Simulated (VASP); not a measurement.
Set up this calculation in VASP 6.6.1, as the native input.

```
Task                   : single point
Functional             : PBEsol
Potentials or basis    : VASP PAW PBE potentials, release 64 (Sb, In_d)
Cutoff                 : 520 eV
k mesh                 : 6 × 6 × 6
Occupations            : fermi-dirac, width 0.05 eV
Spin                   : no spin polarisation
Dipole correction      : no
Further INCAR settings : ALGO = Normal; EDIFF = 1e-07; NBANDS = 22
```

The structure of InSb3 lies in POSCAR:

```
InSb3
1.0
    0.0000000000      3.8444890816      3.8444890816
    3.8444890816      0.0000000000      3.8444890816
    3.8444890816      3.8444890816      0.0000000000
Sb In
3 1
Direct
    0.5000000000      0.5000000000      0.5000000000
    0.7500000000      0.7500000000      0.7500000000
    0.2500000000      0.2500000000      0.2500000000
    0.0000000000      0.0000000000      0.0000000000
```

The input as run:

INCAR

```
SYSTEM = InSb3
PREC     = Accurate       ! precision mode
ENCUT    = 520            ! plane-wave cutoff, eV
EDIFF    = 1E-7           ! SCF threshold, eV
ISMEAR   = -1             ! smearing method
SIGMA    = 0.05           ! smearing width, eV
LREAL    = .FALSE.        ! projectors in reciprocal space
LASPH    = .TRUE.         ! aspherical terms in the spheres
NELM     = 80             ! most SCF steps
ALGO     = Normal         ! electronic algorithm
ISIF     = 2              ! what is computed and relaxed
LWAVE    = .FALSE.        ! write WAVECAR
LCHARG   = .TRUE.         ! write CHGCAR
GGA      = PS             ! functional
LELF     = .TRUE.         ! ELF
LVHAR    = .TRUE.       
NBANDS   = 22             ! bands
```

KPOINTS

```
regular mesh
0
G
  6 6 6
  0 0 0
```

Potentials or basis: VASP PAW PBE potentials, release 64 (Sb, In_d).

The run is started by

```bash
$ cat potpaw_PBE.64/Sb/POTCAR potpaw_PBE.64/In_d/POTCAR > POTCAR
$ mpirun -np 1 vasp_std > vasp.out
```

Results of the run:

```json
{"Pressure": "-4.7 GPa", "Band gap on the k mesh": "zero (band 14 reaches 8.38 eV, above the bottom of band 15 at 5.08 eV)"}
```

Caveat: the PAW data sets were made with another functional, which shifts forces and pressure a little; spin-orbit coupling is left out, which moves the levels of the heavy elements.

It took 46 s on 1 thread of Intel(R) Xeon(R) Platinum 8259CL CPU @ 2.50GHz (Skylake/Cascade Lake), with other jobs on the host, peak memory 0.25 GiB.
